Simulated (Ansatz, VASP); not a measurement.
**Two plane-wave programs on TaN**

```
Ta N
1.0
     2.95021    0.00000    0.00000
    -1.47510    2.55496    0.00000
     0.00000    0.00000    2.89776
Ta N
1 1
Cartesian
  0.0000 1.7033 1.4489
  0.0000 0.0000 0.0000
```

Alike in both runs: functional PBE; k mesh 24 × 24 × 20; occupations gaussian, width 0.1 eV; no spin polarisation.

Ansatz relaxed the structure, and its values are those at the end. VASP's run is a single point on that final structure, the one shown.

```csv
,VASP,Ansatz
version,VASP 6.6.1,Ansatz 0.2.0
potentials or method,"VASP PAW PBE potentials, release 64 (Ta_pv, N), cutoff 520 eV","scalar-relativistic, plane waves, PAW"
valence electrons in the cell,16,18
```

|  | VASP | Ansatz | Ansatz less VASP |
| --- | --- | --- | --- |
| gap on the k mesh at the Fermi level (eV) | none | none | - |
| pressure (GPa) | 0.7 | 0.0 | -0.66 |

A gap of «none» marks a metal or a gap that the smearing closes. VASP's potentials hold 16 valence electrons a cell and Ansatz's 18, so a difference there can come from the potentials and not from the codes.

Neither program's run includes spin-orbit coupling.
